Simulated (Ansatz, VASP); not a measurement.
# One calculation of ScPt, two programs

```xyz
2
Lattice="3.3341 0.0000 0.0000 0.0000 3.3341 0.0000 0.0000 0.0000 3.3341" Properties=species:S:1:pos:R:3 pbc="T T T"
Sc    1.6671    1.6671    1.6671
Pt    0.0000    0.0000    0.0000
```

Change from the starting cell: volume scaled by 1.06.

Alike in both runs: task single point; functional LDA; k mesh 10 × 10 × 10; occupations fermi-dirac, width 0.05 eV; no spin polarisation.

|  | VASP | Ansatz |
| --- | --- | --- |
| version | VASP 6.6.1 | Ansatz 0.2.0 |
| potentials or method | VASP PAW LDA potentials, release 64 (Sc_sv, Pt), cutoff 520 eV | all-electron LAPW, scalar-relativistic |

|  | VASP | Ansatz | Ansatz less VASP |
| --- | --- | --- | --- |
| pressure (GPa) | -12.0 | -12.4 | -0.47 |

LDA's correlation is that of Perdew and Zunger in VASP and of Perdew and Wang (1992) in Ansatz. Ansatz ran all-electron here, and VASP with PAW potentials.

Spin-orbit coupling is off throughout.
